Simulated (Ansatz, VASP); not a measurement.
**Two plane-wave programs on Mg2C3**

```
Mg C
1.0
     2.40632   -2.34261   -0.00568
     2.40632    2.34261   -0.00568
    -1.23378    0.00000    4.86994
Mg C
2 3
Direct
  0.80948 0.80948 0.19808
  0.19052 0.19052 0.80192
  0.30219 0.30219 0.26222
  0.69781 0.69781 0.73778
  0.50000 0.50000 0.50000
```

Alike in both runs: task single point; functional PBE-based screened hybrid; k mesh 4 × 4 × 4; occupations gaussian, width 0.05 eV; no spin polarisation.

```csv
,VASP,Ansatz
version,VASP 6.6.1,Ansatz 0.2.0
potentials or method,"VASP PAW PBE potentials, release 64 (Mg, C), cutoff 520 eV","scalar-relativistic, plane waves, PAW"
valence electrons in the cell,16,32
```

Ansatz gave:

| Quantity | Value |
| --- | --- |
| gap on the k mesh at the Fermi level (eV) | 2.06 |
| least direct gap on the mesh (eV) | 2.76 |
| pressure (GPa) | -2.5 |
| traceless stress, the component that is largest in VASP (GPa) | -2.13 |
| rms of the force components (eV/Å) | 0.206 |

Problem. Estimate VASP's values.

Solution. gap on the k mesh at the Fermi level (eV): 2.06; least direct gap on the mesh (eV): 2.76; pressure (GPa): -2.5; traceless stress, the component that is largest in VASP (GPa): -1.80; rms of the force components (eV/Å): 0.178.

VASP's potentials were made for PBE, not for PBE-based screened hybrid. Atom by atom the forces differ by 0.028 eV/Å (rms over components). VASP's potentials hold 16 valence electrons a cell and Ansatz's 32, so a difference there can come from the potentials and not from the codes. Ansatz's warnings: stress exchange threshold loose, stress scf threshold loose.

The k mesh is coarse, so the values compare programs but aren't converged.
